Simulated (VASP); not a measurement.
# Ca (P6/mmm) in VASP: further runs, part 2 of 2

VASP 6.6.1.

## 4. Single point, revPBE (46.27 Å³/atom)

This run uses another cell than the first one, of 46.27 Å³/atom.

The input, INCAR:

```
SYSTEM = Ca
  PREC = Accurate
  ENCUT = 520
  EDIFF = 1E-6
  ISMEAR = -1
  SIGMA = 0.1
  LREAL = .False.
  LASPH = .True.
  NELM = 100
  ALGO = Normal
  ISIF = 2
  LWAVE = .False.
  LCHARG = .True.
  GGA = RE
  LELF = .True.
  LVHAR = .True.
  NBANDS = 22
```

The input, KPOINTS:

```
regular mesh
0
Gamma
  7 7 9
  0 0 0
```

The input, POSCAR:

```
Ca
1.0
    6.4484177765      0.0000000000      0.0000000000
   -3.2242088882      5.5844936086      0.0000000000
    0.0000000000      0.0000000000      3.8542350309
Ca
3
Direct
    1.0000000000      1.0000000000      0.0000000000
    0.3333333333      0.6666666667      0.5000000000
    0.6666666667      0.3333333333      0.5000000000
```

Command:

```bash
$ cat potpaw_PBE.64/Ca_sv/POTCAR > POTCAR
$ mpirun -np 1 vasp_std > vasp.out
```

Wall time 2.7 min (1 thread of Intel Xeon 8259CL, shared host); peak memory 0.29 GiB.

It converged, with:

| Item | Value |
| --- | --- |
| Free energy | -5.2105 eV |
| Pressure | -0.6 GPa |
| Band gap on the k mesh | zero (bands 15 and 16 overlap by 0.47 eV) |

Levels at points of the mesh, in eV from the Fermi level:
| k point | band 13 | band 14 | band 15 | band 16 | band 17 | band 18 |
| --- | --- | --- | --- | --- | --- | --- |
| (0.00, 0.00, 0.00) | -3.87 | 0.13 | 0.13 | 0.15 | 0.15 | 0.17 |

Caveat: the PAW data sets were made with another functional, which shifts forces and pressure a little.

## 5. Single point, revPBE (48.04 Å³/atom)

This run uses another cell than the first one, of 48.04 Å³/atom.

The input, INCAR:

```
PREC = Accurate ; ENCUT = 520
EDIFF = 1E-6 ; ISMEAR = -1
SIGMA = 0.1 ; LREAL = False
LASPH = True ; NELM = 80
ALGO = Normal ; ISIF = 2
LWAVE = False ; LCHARG = True
GGA = RE ; LELF = True
LVHAR = True ; NBANDS = 22
```

The input, KPOINTS:

```
Automatic mesh
0
Gamma
  7 7 9
```

The input, POSCAR:

```
Ca
1.0
    6.5300519841      0.0000000000      0.0000000000
   -3.2650259921      5.6551909063      0.0000000000
    0.0000000000      0.0000000000      3.9030279959
Ca
3
Direct
    1.0000000000      1.0000000000      0.0000000000
    0.3333333333      0.6666666667      0.5000000000
    0.6666666667      0.3333333333      0.5000000000
```

Command:

```bash
$ cat potpaw_PBE.64/Ca_sv/POTCAR > POTCAR
$ mpirun -np 1 vasp_std > vasp.out
```

Run time: 2.7 min. Hardware: 1 thread of Intel Xeon 8259CL, shared host; peak memory 0.3 GiB.

The run converged. Its results:

```
Free energy            : -5.1835 eV
Pressure               : -1.1 GPa
Band gap on the k mesh : zero (bands 15 and 16 overlap by 0.51 eV)
```

Levels at points of the mesh, in eV from the Fermi level:
| k point | band 11 | band 12 | band 13 | band 14 | band 15 | band 16 | band 17 | band 18 | band 19 | band 20 |
| --- | --- | --- | --- | --- | --- | --- | --- | --- | --- | --- |
| (0.00, 0.00, 0.00) | -23.31 | -23.29 | -3.80 | 0.13 | 0.13 | 0.14 | 0.14 | 0.18 | 0.64 | 1.89 |

Caveat: the PAW data sets were made with another functional, which shifts forces and pressure a little.

## 6. Single point, revPBE (49.82 Å³/atom)

This run uses another cell than the first one, of 49.82 Å³/atom.

The input, INCAR:

```
SYSTEM = Ca
  ALGO = Normal
  EDIFF = 1E-6
  ENCUT = 520
  GGA = RE
  ISIF = 2
  ISMEAR = -1
  LASPH = .TRUE.
  LCHARG = .TRUE.
  LELF = .TRUE.
  LREAL = .FALSE.
  LVHAR = .TRUE.
  LWAVE = .FALSE.
  NBANDS = 22
  NELM = 100
  PREC = Accurate
  SIGMA = 0.1
```

The input, KPOINTS:

```
k-points
0
G
  7 7 9
  0 0 0
```

The input, POSCAR:

```
Ca
1.0
    6.6096946136      0.0000000000      0.0000000000
   -3.3048473068      5.7241634466      0.0000000000
    0.0000000000      0.0000000000      3.9506305898
Ca
3
Direct
    1.0000000000      1.0000000000      0.0000000000
    0.3333333333      0.6666666667      0.5000000000
    0.6666666667      0.3333333333      0.5000000000
```

Potentials or basis: VASP PAW PBE potentials, release 64 (Ca_sv).

Command:

```bash
$ cat potpaw_PBE.64/Ca_sv/POTCAR > POTCAR
$ mpirun -np 1 vasp_std > vasp.out
```

OUTCAR:

```text
SYSTEM = Ca
   EDIFF = 1E-6
   ENCUT = 520
   GGA = RE
   ISIF = 2
   ISMEAR = -1
   LASPH = .TRUE.
   LREAL = .FALSE.
   NELM = 100
   PREC = Accurate

 ion  position               nearest neighbor table
   1  0.000  0.000  0.000-
   2  0.333  0.667  0.500-
   3  0.667  0.333  0.500-

  LATTYP: Found a hexagonal cell.
 ALAT       =     6.6096946136
 C/A-ratio  =     0.5977024387

  Lattice vectors:

 A1 = (   6.6096946136,   0.0000000000,   0.0000000000)
 A2 = (  -3.3048473068,   5.7241634466,   0.0000000000)
 A3 = (   0.0000000000,   0.0000000000,   3.9506305898)

Analysis of symmetry for initial positions (statically):
=====================================================================
 Subroutine PRICEL returns:
 Original cell was already a primitive cell.

 Routine SETGRP: Setting up the symmetry group for a
 hexagonal supercell.

 Subroutine GETGRP returns: Found 24 space group operations
 (whereof 24 operations were pure point group operations)
 out of a pool of 24 trial point group operations.

The static configuration has the point symmetry D_6h.

Analysis of symmetry for dynamics (positions and initial velocities):
=====================================================================
 Subroutine PRICEL returns:
 Original cell was already a primitive cell.

 Routine SETGRP: Setting up the symmetry group for a
 hexagonal supercell.

 Subroutine GETGRP returns: Found 24 space group operations
 (whereof 24 operations were pure point group operations)
 out of a pool of 24 trial point group operations.

The dynamic configuration has the point symmetry D_6h.

 Subroutine INISYM returns: Found 24 space group operations
 (whereof 24 operations are pure point group operations),
 and found     1 'primitive' translations

----------------------------------------------------------------------------------------

                                     Primitive cell

  volume of cell :     149.4720

  direct lattice vectors                    reciprocal lattice vectors
     6.609694614  0.000000000  0.000000000     0.151292920  0.087349008  0.000000000
    -3.304847307  5.724163447  0.000000000     0.000000000  0.174698016  0.000000000
     0.000000000  0.000000000  3.950630590     0.000000000  0.000000000  0.253124147

  length of vectors
     6.609694614  6.609694614  3.950630590     0.174698016  0.174698016  0.253124147

  position of ions in fractional coordinates (direct lattice)
     0.000000000  0.000000000  0.000000000
     0.333333333  0.666666667  0.500000000
     0.666666667  0.333333333  0.500000000

  ion indices of the primitive-cell ions
   primitive index   ion index
                 1           1
                 2           2
                 3           3

----------------------------------------------------------------------------------------

 KPOINTS: k-points

Automatic generation of k-mesh.
 Grid dimensions read from file:
 generate k-points for:    7    7    9

 Generating k-lattice:

  Cartesian coordinates                     Fractional coordinates (reciprocal lattice)
     0.021613274  0.012478430  0.000000000     0.142857143 -0.000000000  0.000000000
     0.000000000  0.024956859  0.000000000     0.000000000  0.142857143  0.000000000
     0.000000000  0.000000000  0.028124905     0.000000000  0.000000000  0.111111111

  Length of vectors
     0.024956859  0.024956859  0.028124905

  Shift w.r.t. Gamma in fractional coordinates (k-lattice)
     0.000000000  0.000000000  0.000000000

 Subroutine IBZKPT returns following result:
 ===========================================

 Found     40 irreducible k-points:

 Following reciprocal coordinates:
            Coordinates               Weight
  0.000000  0.000000  0.000000      1.000000
  0.142857  0.000000  0.000000      6.000000
  0.285714  0.000000  0.000000      6.000000
  0.428571  0.000000  0.000000      6.000000
  0.142857  0.142857  0.000000      6.000000
  0.285714  0.142857  0.000000     12.000000
[... 16 lines left out ...]
  0.428571  0.142857  0.222222     12.000000
  0.285714  0.285714  0.222222     12.000000
 [... further k-points ...]
   k-points           NKPTS =     40   k-points in BZ     NKDIM =     40   number of bands    NBANDS=     22
   number of dos      NEDOS =    301   number of ions     NIONS =      3
   total plane-waves  NPLWV =  75000
   dimension x,y,z NGX =    50 NGY =   50 NGZ =   30
   dimension x,y,z NGXF=   100 NGYF=  100 NGZF=   60
   ions per type =               3
   NGX,Y,Z   is equivalent  to a cutoff of  12.58, 12.58, 12.62 a.u.
   NGXF,Y,Z  is equivalent  to a cutoff of  25.15, 25.15, 25.25 a.u.
 SYSTEM =  Ca
   PREC   = accura    normal or accurate (medium, high low for compatibility)
   ISTART =      0    job   : 0-new  1-cont  2-samecut
   ICHARG =      2    charge: 1-file 2-atom 10-const
   ISPIN  =      1    spin polarized calculation?
   LNONCOLLINEAR =      F non collinear calculations
   LSORBIT =      F    spin-orbit coupling
   LASPH  =      T    aspherical Exc in radial PAW
   ENCUT  =  520.0 eV  38.22 Ry    6.18 a.u.  12.29 12.29  7.35*2*pi/ulx,y,z
   NELM   =    100;   NELMIN=  2; NELMDL= -5     # of ELM steps
   EDIFF  = 0.1E-05   stopping-criterion for ELM
   LREAL  =      F    real-space projection
   EDIFFG = 0.1E-04   stopping-criterion for IOM
   NSW    =      0    number of steps for IOM
   IBRION =     -1    ionic relax: 0-MD 1-quasi-New 2-CG
   NFREE  =      0    steps in history (QN), initial steepest desc. (CG)
   ISIF   =      2    stress and relaxation
   ISYM   =      2    0-nonsym 1-usesym 2-fastsym
   POTIM  = 0.5000    time-step for ionic-motion
   TEBEG  =    0.0;   TEEND  =   0.0 temperature during run
   PSTRESS=    0.0 pullay stress
   NELECT =      30.0000    total number of electrons
   NUPDOWN=      -1.0000    fix difference up-down
   EMIN   =  10.00;   EMAX   =-10.00  energy-range for DOS
   EFERMI =   0.00;   METHOD = LEGACY
   ISMEAR =    -1;   SIGMA  =   0.10  broadening in eV -4-tet -1-fermi 0-gaus
   EFERMI_NEDOS =   21; number of points for ismear=-14 and -15
   IALGO  =     38    algorithm
   IMIX   =      4    mixing-type and parameters
     AMIX     =   0.40;   BMIX     =  1.00
     AMIX_MAG =   1.60;   BMIX_MAG =  1.00
  volume/ion in A,a.u.               =      49.82       336.23
  Fermi-wavevector in a.u.,A,eV,Ry     =   0.958507  1.811316 12.500158  0.918736
  Thomas-Fermi vector in A             =   2.087620
   LORBIT       =      0    0 simple, 1 ext, 2 COOP (PROOUT), +10 PAW based schemes
   GGA     = RE    functional components
   LHFCALC =     F    Hartree Fock is set to
   AEXX    =    0.0000 exact exchange contribution
   IVDW    =     0    specifies the selected vdW correction
   LEPSILON=     F    determine dielectric tensor
   LRPA    =     F    only Hartree local field effects (RPA)
 non-spin polarized calculation
  energy-cutoff  :      520.00
  volume of cell :      149.47
 maximum number of plane-waves:      4059
 NGX is ok and might be reduce to    50
   NGX = 25   NGY = 25   NGZ = 15

 number of electron      29.9999997 magnetization

 Free energy of the ion-electron system (eV)
  ---------------------------------------------------
  ext. energy  EPLUGINS =         0.00000000
  ---------------------------------------------------
  free energy    TOTEN  =        -5.14126666 eV

  energy without entropy =       -4.99869971  energy(sigma->0) =       -5.06998319

 E-fermi :   1.4451     XC(G=0):  -7.1457

 val. band max:        1.4446542586   @ k =   0.1429   0.0000   0.1111
 cond. band min:       1.4514361323   @ k =   0.1429   0.0000   0.3333
 fundamental gap:      0.0067818738
 Fermi energy:         1.4451092408

 k-point     1 :       0.0000    0.0000    0.0000
  band No.  band energies     occupation
      1     -41.1060      2.00000
      2     -41.0971      2.00000
      3     -41.0441      2.00000
      4     -22.0566      2.00000
      5     -22.0566      2.00000
      6     -22.0044      2.00000
[... 14 lines left out ...]
     21       3.7864      0.00000
     22       3.7865      0.00000
[... 552 lines left out ...]
  band No.  band energies     occupation
      1     -41.1008      2.00000
      2     -41.0992      2.00000
      3     -41.0427      2.00000
      4     -22.0614      2.00000
      5     -22.0336      2.00000
      6     -22.0254      2.00000
[... 14 lines left out ...]
     21       3.0914      0.00000
     22       3.5254      0.00000

 [... further k-points ...]

------------------------ aborting loop because EDIFF is reached ----------------------------------------

  FORCE on cell =-STRESS in cart. coord.  units (eV):
  Direction    XX          YY          ZZ          XY          YZ          ZX
  --------------------------------------------------------------------------------------
  -------------------------------------------------------------------------------------
  Total       -1.4230853     -1.4230853     -1.3426092      0.0000000     -0.0000000      0.0000000
  in kB      -15.2539274    -15.2539274    -14.3913109      0.0000000     -0.0000000      0.0000000
  external PRESSURE =     -14.9663886 kB  Pullay stress =       0.0000000 kB

 VOLUME and BASIS-vectors are now :
 -----------------------------------------------------------------------------
  energy-cutoff  :      520.00
  volume of cell :      149.47
      direct lattice vectors                 reciprocal lattice vectors
     6.609694614  0.000000000  0.000000000     0.151292920  0.087349008  0.000000000
    -3.304847307  5.724163447  0.000000000     0.000000000  0.174698016  0.000000000
     0.000000000  0.000000000  3.950630590     0.000000000  0.000000000  0.253124147

 POSITION                                       TOTAL-FORCE (eV/Angst)
 -----------------------------------------------------------------------------------
      0.00000      0.00000      0.00000         0.000000      0.000000      0.000000
     -0.00000      3.81611      1.97532        -0.000000     -0.000000      0.000000
      3.30485      1.90805      1.97532         0.000000      0.000000      0.000000
 -----------------------------------------------------------------------------------
    total drift:                                0.000000     -0.000000      0.000000

  FREE ENERGIE OF THE ION-ELECTRON SYSTEM (eV)
  ---------------------------------------------------
  free  energy   TOTEN  =        -5.1412666601 eV

  energy  without entropy=       -4.9986997099  energy(sigma->0) =       -5.06998319
```

stdout:

```text
POSCAR found type information on POSCAR Ca
 POSCAR found :  1 types and       3 ions
 scaLAPACK will be used
 -----------------------------------------------------------------------------
|                                                                             |
|                                                                             |
|     You enforced a specific xc type in the INCAR file but a different       |
|     I HOPE YOU KNOW WHAT YOU ARE DOING!                                     |
|                                                                             |
 -----------------------------------------------------------------------------

 LDA part: xc-table for (Slater+PW92), standard interpolation
 POSCAR, INCAR and KPOINTS ok, starting setup
 FFT: planning ... GRIDC
 FFT: planning ... GRID_SOFT
 FFT: planning ... GRID
 WAVECAR not read
 entering main loop
```

Run time: 2.8 min. Hardware: 1 thread of Intel Xeon 8259CL, shared host; peak memory 0.31 GiB.

What came out:

```yaml
Free_energy: -5.1413 eV
Pressure: -1.5 GPa
Band_gap_on_the_k_mesh: zero (bands 15 and 16 overlap by 0.55 eV)
```

Stress tensor (GPa, compression positive):
```
-1.53  0.00  0.00
 0.00 -1.53  0.00
 0.00  0.00 -1.44
```

Levels at points of the mesh, in eV from the Fermi level:
```csv
k point,band 13,band 14,band 15,band 16,band 17,band 18
"(0.00, 0.00, 0.00)",-3.73,0.14,0.14,0.14,0.14,0.18
```

Caveat: the PAW data sets were made with another functional, which shifts forces and pressure a little.

## 7. Single point, revPBE

This run uses another cell than the first one, of 44.49 Å³/atom.

The input, INCAR:

```
ALGO     = Normal         # electronic algorithm
EDIFF    = 1E-7           # SCF threshold, eV
ENCUT    = 520            # plane-wave cutoff, eV
GGA      = RE             # functional
ISIF     = 2              # what is computed and relaxed
ISMEAR   = -1             # smearing method
LASPH    = True           # aspherical terms in the spheres
LCHARG   = True           # write CHGCAR
LELF     = True           # ELF
LREAL    = False          # projectors in reciprocal space
LVHAR    = True         
LWAVE    = False          # write WAVECAR
NBANDS   = 22             # bands
NELM     = 60             # most SCF steps
PREC     = Accurate       # precision mode
SIGMA    = 0.1            # smearing width, eV
```

The input, KPOINTS:

```
k-points
0
Gamma
  8 8 11
```

The input, POSCAR:

```
Ca
1.0
    6.3646626110      0.0000000000      0.0000000000
   -3.1823313055      5.5119595076      0.0000000000
    0.0000000000      0.0000000000      3.8041743643
Ca
3
Direct
    1.0000000000      1.0000000000      0.0000000000
    0.3333333333      0.6666666667      0.5000000000
    0.6666666667      0.3333333333      0.5000000000
```

Command:

```bash
$ cat potpaw_PBE.64/Ca_sv/POTCAR > POTCAR
$ mpirun -np 1 vasp_std > vasp.out
```

It took 3.7 min on 1 thread of Intel Xeon 8259CL, shared host; peak memory 0.32 GiB.

It converged, with:

| Quantity | Value |
| --- | --- |
| Free energy | -5.2180 eV |
| Pressure | 0.0 GPa |
| Band gap on the k mesh | zero (bands 15 and 16 overlap by 0.42 eV) |

Levels at points of the mesh, in eV from the Fermi level:
```csv
k point,band 13,band 14,band 15,band 16,band 17,band 18
"(0.00, 0.00, 0.00)",-3.94,0.14,0.14,0.15,0.15,0.17
"(0.50, 0.00, 0.00)",-2.61,-2.59,-0.86,-0.11,1.21,1.37
```

Caveat: the PAW data sets were made with another functional, which shifts forces and pressure a little.

## 8. Summary

| cell | k mesh | gap on the mesh (eV) | pressure (GPa) |
| --- | --- | --- | --- |
| a = 6.279, b = 6.279, c = 3.753 Å, angles 90.0, 90.0, 120.0°, 3 atoms | 7 × 7 × 9 | none | 0.7 |
| a = 6.365, b = 6.365, c = 3.804 Å, angles 90.0, 90.0, 120.0°, 3 atoms | 7 × 7 × 9 | none | 0.0 |
| a = 6.448, b = 6.448, c = 3.854 Å, angles 90.0, 90.0, 120.0°, 3 atoms | 7 × 7 × 9 | none | -0.6 |
| a = 6.530, b = 6.530, c = 3.903 Å, angles 90.0, 90.0, 120.0°, 3 atoms | 7 × 7 × 9 | none | -1.1 |
| a = 6.610, b = 6.610, c = 3.951 Å, angles 90.0, 90.0, 120.0°, 3 atoms | 7 × 7 × 9 | none | -1.5 |
| a = 6.365, b = 6.365, c = 3.804 Å, angles 90.0, 90.0, 120.0°, 3 atoms | 8 × 8 × 11 | none | 0.0 |

Alike in all rows: task single point; level revPBE; potentials or basis VASP PAW PBE potentials, release 64 (Ca_sv); no spin polarisation; cutoff (eV) 520; smearing fermi-dirac 0.1 eV.

Caveats: the PAW data sets were made with another functional, which shifts forces and pressure a little.

Absolute energies hang on the potentials; compare differences alone.
